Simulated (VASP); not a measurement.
A run of VASP 6.6.1 is set up as follows.

File INCAR:

```
PREC = Accurate
ENCUT = 600
EDIFF = 1E-7
ISMEAR = -1
SIGMA = 0.05
LREAL = F
LASPH = T
NELM = 60
ALGO = Normal
ISIF = 3
LWAVE = F
LCHARG = F
GGA = PE
IBRION = 2
NSW = 60
EDIFFG = -0.01
```

File KPOINTS:

```
Automatic mesh
0
Gamma
  8 8 8
```

POSCAR

```
TiAl
1.0
    3.1790640000      0.0000000000      0.0000000000
    0.0000000000      3.1790640000      0.0000000000
    0.0000000000      0.0000000000      3.1790640000
Ti Al
1 1
Direct
    0.0000000000      0.0000000000      0.0000000000
    0.5000000000      0.5000000000      0.5000000000
```

Potentials or basis: VASP PAW PBE potentials, release 64 (Ti_sv, Al).

The run is started by

```console
$ cat potpaw_PBE.64/Ti_sv/POTCAR potpaw_PBE.64/Al/POTCAR > POTCAR
$ mpirun -np 1 vasp_std > vasp.out
```

(1) Predict the space group after relaxing (to 0.05 Å).

(2) Predict the relaxed cell.

(3) Predict the relaxed volume.

Answers

(1) Pm-3m (No. 221).

(2) a = 3.187 Å, b = 3.187 Å, c = 3.187 Å, α = 90.00°, β = 90.00°, γ = 90.00°.

(3) 16.18 Å³/atom.
